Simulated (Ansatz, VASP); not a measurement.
Pt3PbC: VASP beside Ansatz

```
Pb Pt C
1.0
     4.34804    0.00000    0.00000
     0.00000    4.34804    0.00000
     0.00000    0.00000    4.34804
Pb Pt C
1 3 1
Cartesian
  -0.0284 -0.0264 0.0433
  2.1718 0.0385 2.1462
  2.1387 2.1578 -0.0199
  -0.0001 2.1860 2.1362
  2.1665 2.1276 2.1870
```

Change from the starting cell: atoms moved at random, drawn with an rms of 0.05 Å.

Alike in both runs: task single point; functional PBE; k mesh 6 × 6 × 6; occupations fermi-dirac, width 0.05 eV; no spin polarisation.

|  | VASP | Ansatz |
| --- | --- | --- |
| version | VASP 6.6.1 | Ansatz 0.2.0 |
| potentials or method | VASP PAW PBE potentials, release 64 (Pb_d, Pt, C) | Ansatz PAW |
| plane-wave cutoff (eV) | 520 | 420 |
| valence electrons in the cell | 48 | 72 |

VASP gave:

| Property | Result |
| --- | --- |
| gap on the k mesh at the Fermi level (eV) | none |
| pressure (GPa) | -0.3 |
| traceless stress, the component that is largest in VASP (GPa) | 0.48 |
| rms of the force components (eV/Å) | 0.140 |

Problem. Which values does Ansatz return?

Solution. gap on the k mesh at the Fermi level (eV): none; pressure (GPa): -0.2; traceless stress, the component that is largest in VASP (GPa): 0.46; rms of the force components (eV/Å): 0.134.

Atom by atom the forces differ by 0.010 eV/Å (rms over components). A gap of «none» marks a metal or a gap that the smearing closes. The functional is the same, so the differences come from potentials, cutoffs and numerics. VASP's potentials hold 48 valence electrons a cell and Ansatz's 72, so a difference there can come from the potentials and not from the codes.

Spin-orbit coupling is off throughout.
